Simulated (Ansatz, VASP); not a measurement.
# SiC3 in VASP and in Ansatz

```xyz
4
Lattice="2.8050 0.0000 0.0000 0.0000 2.8050 0.0000 0.0000 0.0000 4.1126" Properties=species:S:1:pos:R:3 pbc="T T T"
Si    0.0000    0.0000    0.0000
C     1.4025    1.4025    2.0563
C     0.0000    1.4025    1.1843
C     1.4025    0.0000    2.9283
```

Alike in both runs: functional PBE; k mesh 6 × 6 × 5; occupations gaussian, width 0.2 eV; no spin polarisation.

Ansatz relaxed the structure, and its values are those at the end. VASP's run is a single point on that final structure, the one shown.

```csv
,VASP,Ansatz
version,VASP 6.6.1,Ansatz 0.2.0
potentials or method,"VASP PAW PBE potentials, release 64 (Si, C), cutoff 600 eV","scalar-relativistic, plane waves, PAW"
valence electrons in the cell,16,16
```

|  | VASP | Ansatz | Ansatz less VASP |
| --- | --- | --- | --- |
| gap on the k mesh at the Fermi level (eV) | 1.60 | 1.60 | +0.004 |
| least direct gap on the mesh (eV) | 1.79 | 1.80 | +0.005 |
| pressure (GPa) | -0.6 | -0.4 | +0.20 |
| rms of the force components (eV/Å) | 0.006 | 0.000 | -0.0053 |
